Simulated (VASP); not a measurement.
Here is a VASP 6.6.1 calculation.

POSCAR

```
I
1.0
    0.0000000000      2.3656004428      3.9098401324
    2.1922454667      0.0000000000      3.9098401324
    2.1922454667      2.3656004428      0.0000000000
I
1
Direct
    0.0000000000      0.0000000000      0.0000000000
```

Contents of INCAR.step1:

```
  ALGO = Normal
  EDIFF = 1E-5
  ENCUT = 520
  GGA = PE
  ISIF = 2
  ISMEAR = -1
  LASPH = T
  LCHARG = F
  LREAL = F
  LWAVE = T
  NBANDS = 10
  NELM = 60
  PREC = Accurate
  SIGMA = 0.05
```

File INCAR.step2:

```
  AEXX = 0.25
  ALGO = Normal
  EDIFF = 1E-6
  ENCUT = 520
  GGA = PE
  HFSCREEN = 0.3
  ISIF = 2
  ISMEAR = -1
  ISTART = 1
  LASPH = T
  LCHARG = F
  LHFCALC = T
  LREAL = F
  LWAVE = F
  NBANDS = 10
  NELM = 60
  PREC = Accurate
  PRECFOCK = Normal
  SIGMA = 0.05
```

File KPOINTS:

```
k-points
0
Gamma
  5 5 5
```

Potentials or basis: VASP PAW PBE potentials, release 64 (I).

Command:

```console
$ cat potpaw_PBE.64/I/POTCAR > POTCAR
$ cp INCAR.step1 INCAR
$ mpirun -np 1 vasp_std > vasp.out
$ cp INCAR.step2 INCAR
$ mpirun -np 1 vasp_std > vasp.out
```

Question: Estimate the pressure.

Answer: -0.8 GPa.

Question: Predict the band gap on the k mesh.

Answer: Zero (an odd number of electrons rules out a gap without spin polarisation).

Stress tensor (GPa, compression positive):
```
-2.11  0.00  0.00
 0.00 -1.06  0.00
 0.00  0.00  0.68
```

Caveat: the k points lie up to 0.42 Å⁻¹ apart, too coarse for converged energies and pressures of a metal; the PAW data sets were made with another functional, which shifts forces and pressure a little; spin-orbit coupling is left out, which moves the levels of the heavy elements; an odd number of electrons without spin polarisation forces a metal; a magnetic or distorted state may lie lower.
